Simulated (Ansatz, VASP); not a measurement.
# PbF2: VASP beside Ansatz

Contents of INCAR:

```
ALGO = Normal
EDIFF = 1E-6
ENCUT = 520
GGA = PE
ISIF = 2
ISMEAR = -1
LASPH = True
LCHARG = False
LREAL = False
LWAVE = False
NBANDS = 21
NELM = 80
PREC = Accurate
SIGMA = 0.03
```

File KPOINTS:

```
k-points
0
Gamma
  7 7 7
```

Contents of POSCAR:

```
PbF2
1.0
    0.0000000000      2.9579484323      2.9579484323
    2.9579484323      0.0000000000      2.9579484323
    2.9579484323      2.9579484323      0.0000000000
Pb F
1 2
Direct
   -0.0150000000     -0.0150000000     -0.0150000000
    0.7650000000      0.7650000000      0.7650000000
    0.2500000000      0.2500000000      0.2500000000
```

Input for Ansatz:

```yaml
crystal:
  lattice:
    - [0.0, 2.9579484323, 2.9579484323]
    - [2.9579484323, 0.0, 2.9579484323]
    - [2.9579484323, 2.9579484323, 0.0]
  atoms:
    - { symbol: Pb, position: [-0.015, -0.015, -0.015] }
    - { symbol: F, position: [0.765, 0.765, 0.765] }
    - { symbol: F, position: [0.25, 0.25, 0.25] }
kpoints:
  mp_grid: { grid: [7, 7, 7] }
scf:
  occupations: { method: fermi_dirac, width: 0.03 }
hamiltonian:
  xc: pbe
  pseudopotentials: { kind: all_electron, lapw: { basis_error: 0.001 } }
output:
  forces: true
  stress: true
  eigenvalues: true
  populations: true
```

Change from the starting cell: shortest bond scaled by 0.88, LAPW.

Alike in both runs: task single point; functional PBE; k mesh 7 × 7 × 7; occupations fermi-dirac, width 0.03 eV; no spin polarisation.

```csv
,VASP,Ansatz
version,VASP 6.6.1,Ansatz 0.2.0
potentials or method,"VASP PAW PBE potentials, release 64 (Pb_d, F), cutoff 520 eV","all-electron LAPW, scalar-relativistic"
```

|  | VASP | Ansatz | Ansatz less VASP |
| --- | --- | --- | --- |
| gap on the k mesh at the Fermi level (eV) | 4.32 | 4.32 | 0.000 |
| pressure (GPa) | 4.9 | 5.1 | +0.21 |
| traceless stress, the component that is largest in VASP (GPa) | 1.94 | 1.88 | -0.057 |
| rms of the force components (eV/Å) | 0.435 | 0.421 | -0.0141 |

Atom by atom the forces differ by 0.015 eV/Å (rms over components). Ansatz ran all-electron here, and VASP with PAW potentials.

Spin-orbit coupling is off throughout.
